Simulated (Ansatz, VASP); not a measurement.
**TiIn4 in VASP and in Ansatz**

INCAR

```
SYSTEM = TiIn4
  PREC = Accurate
  ENCUT = 520
  EDIFF = 1E-6
  ISMEAR = 0
  SIGMA = 0.1
  LREAL = .False.
  LASPH = .True.
  NELM = 60
  ALGO = Fast
  ISIF = 2
  LWAVE = .False.
  LCHARG = .True.
  GGA = PE
  LELF = .True.
  LVHAR = .True.
  NBANDS = 40
```

The input KPOINTS:

```
Automatic mesh
0
Gamma
  4 4 4
  0 0 0
```

The input POSCAR:

```
TiIn4
1.0
    5.1153572100      0.0000000000      0.0000000000
    0.0000000000      5.1153572100      0.0000000000
    0.0000000000      0.0000000000      5.1153572100
Ti In
1 4
Direct
    0.5000000000      0.5000000000      0.5000000000
    0.0000000000      0.5000000000      0.5000000000
    0.5000000000      0.0000000000      0.5000000000
    0.5000000000      0.5000000000      0.0000000000
    0.0000000000      0.0000000000      0.0000000000
```

Input for Ansatz:

```yaml
crystal:
  lattice:
    - [5.11535721, 0.0, 0.0]
    - [0.0, 5.11535721, 0.0]
    - [0.0, 0.0, 5.11535721]
  atoms:
    - { symbol: Ti, position: [0.5, 0.5, 0.5] }
    - { symbol: In, position: [0.0, 0.5, 0.5] }
    - { symbol: In, position: [0.5, 0.0, 0.5] }
    - { symbol: In, position: [0.5, 0.5, 0.0] }
    - { symbol: In, position: [0.0, 0.0, 0.0] }
basis:
  ecutwfc: 420
kpoints:
  mp_grid: { grid: [4, 4, 4] }
hamiltonian:
  xc: pbe
scf:
  occupations: { method: gaussian, width: 0.1 }
  lower_state_search: "off"
output:
  forces: true
  stress: true
  eigenvalues: true
```

Alike in both runs: task single point; functional PBE; k mesh 4 × 4 × 4; occupations gaussian, width 0.1 eV; no spin polarisation.

|  | VASP | Ansatz |
| --- | --- | --- |
| version | VASP 6.6.1 | Ansatz 0.2.0 |
| potentials or method | VASP PAW PBE potentials, release 64 (Ti_sv, In_d), cutoff 520 eV | scalar-relativistic, plane waves, PAW |
| valence electrons in the cell | 64 | 64 |

Ansatz gave:

* gap on the k mesh at the Fermi level (eV): none
* pressure (GPa): 8.6

**Question.** Estimate VASP's values.

**Answer.** gap on the k mesh at the Fermi level (eV): none; pressure (GPa): 8.5.

A gap of «none» marks a metal or a gap that the smearing closes.
